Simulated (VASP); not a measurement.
Here is a VASP 6.6.1 calculation.

POSCAR

```
TePb
1.0
    0.0000000000      3.2679082930      3.2679082930
    3.2679082930      0.0000000000      3.2679082930
    3.2679082930      3.2679082930      0.0000000000
Te Pb
1 1
Direct
    0.5000000000      0.5000000000      0.5000000000
    0.0000000000      0.0000000000      0.0000000000
```

INCAR.step1

```
ALGO = Normal ; EDIFF = 1E-4
ENCUT = 520 ; GGA = PE
ISMEAR = -1 ; LASPH = T
LCHARG = F ; LREAL = F
LWAVE = T ; NBANDS = 17
NELM = 100 ; PREC = Accurate
SIGMA = 0.08
```

INCAR.step2

```
ALGO = Normal ; EDIFF = 1E-7
ENCUT = 520 ; ISIF = 2
ISMEAR = -1 ; ISTART = 1
LASPH = T ; LCHARG = T
LELF = T ; LMIXTAU = T
LREAL = F ; LVHAR = T
LWAVE = F ; METAGGA = R2SCAN
NBANDS = 17 ; NELM = 100
PREC = Accurate ; SIGMA = 0.08
```

Contents of KPOINTS:

```
k-points
0
Gamma
  10 10 10
```

Potentials or basis: VASP PAW PBE potentials, release 64 (Te, Pb_d).

Launch:

```sh
$ cat potpaw_PBE.64/Te/POTCAR potpaw_PBE.64/Pb_d/POTCAR > POTCAR
$ cp INCAR.step1 INCAR
$ mpirun -np 1 vasp_std > vasp.out
$ cp INCAR.step2 INCAR
$ mpirun -np 1 vasp_std > vasp.out
```

Question: What does it give for the pressure?

Answer: 0.0 GPa.

Question: Estimate the band gap on the k mesh.

Answer: 1.09 eV.

Caveat: the PAW data sets were made with another functional, which shifts forces and pressure a little; spin-orbit coupling is left out, which moves the levels of the heavy elements. A k mesh can miss the band edges.
